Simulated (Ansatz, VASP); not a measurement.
## Bi in VASP and in Ansatz

```xyz
2
Lattice="2.2730 1.3123 4.0331 -2.2730 1.3123 4.0331 0.0000 -2.6246 4.0331" Properties=species:S:1:pos:R:3 pbc="T T T"
Bi    0.0000    0.0000    2.8299
Bi    0.0000    0.0000    9.2693
```

Change from the starting cell: zz strain of +2 %, crystal datasets.

Alike in both runs: task electric field gradients; functional LDA; k mesh 11 × 11 × 11; occupations fermi-dirac, width 0.03 eV; no spin polarisation.

```csv
,VASP,Ansatz
version,VASP 6.6.1,Ansatz 0.2.0
potentials or method,"VASP PAW LDA potentials, release 64 (Bi_d), cutoff 520 eV","all-electron PAW with datasets made for the crystal, scalar-relativistic"
```

Ansatz gave:

```
pressure (GPa)                                                : -2.6
traceless stress, the component that is largest in VASP (GPa) : -0.18
rms of the force components (eV/Å)                            : 0.049
size of Vzz on the site where it differs most (V/Å²)          : 18.8
```

Problem. Estimate VASP's values.

Solution. Pressure (GPa): -2.5; traceless stress, the component that is largest in VASP (GPa): -0.20; rms of the force components (eV/Å): 0.037; size of Vzz on the site where it differs most (V/Å²): 18.2.

LDA's correlation is that of Perdew and Zunger in VASP and of Perdew and Wang (1992) in Ansatz. Atom by atom the forces differ by 0.012 eV/Å (rms over components). Ansatz ran all-electron here, and VASP with PAW potentials.

Neither program's run includes spin-orbit coupling.
